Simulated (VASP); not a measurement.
A run of VASP 6.6.1:

INCAR

```
ALGO     = Normal         # electronic algorithm
EDIFF    = 1E-6           # SCF threshold, eV
ENCUT    = 520            # plane-wave cutoff, eV
GGA      = CA             # functional
ISIF     = 2              # what is computed and relaxed
ISMEAR   = 0              # smearing method
LASPH    = True           # aspherical terms in the spheres
LCHARG   = False          # write CHGCAR
LREAL    = False          # projectors in reciprocal space
LWAVE    = False          # write WAVECAR
NBANDS   = 12             # bands
NELM     = 80             # most SCF steps
PREC     = Accurate       # precision mode
SIGMA    = 0.05           # smearing width, eV
```

KPOINTS

```
k-points
0
Gamma
  8 8 8
```

POSCAR

```
CsH
1.0
    0.1394750000      3.1880000000      3.1880000000
    3.3274750000      0.0000000000      3.3274750000
    3.1880000000      3.1880000000      0.1394750000
Cs H
1 1
Direct
    0.0000000000      0.0000000000      0.0000000000
    0.5000000000      0.5000000000      0.5000000000
```

Potentials or basis: VASP PAW LDA potentials, release 64 (Cs_sv, H).

The run is started by

```console
$ cat potpaw_LDA.64/Cs_sv/POTCAR potpaw_LDA.64/H/POTCAR > POTCAR
$ mpirun -np 1 vasp_std > vasp.out
```

Hardware: 1 thread of Intel Xeon 8259CL, with other jobs on the host.

How long does it take, and how much memory?

Wall time 100 s on 1 thread of Intel Xeon 8259CL, with other jobs on the host, peak memory 0.21 GiB. Counts: scf iterations 13, k points 95.
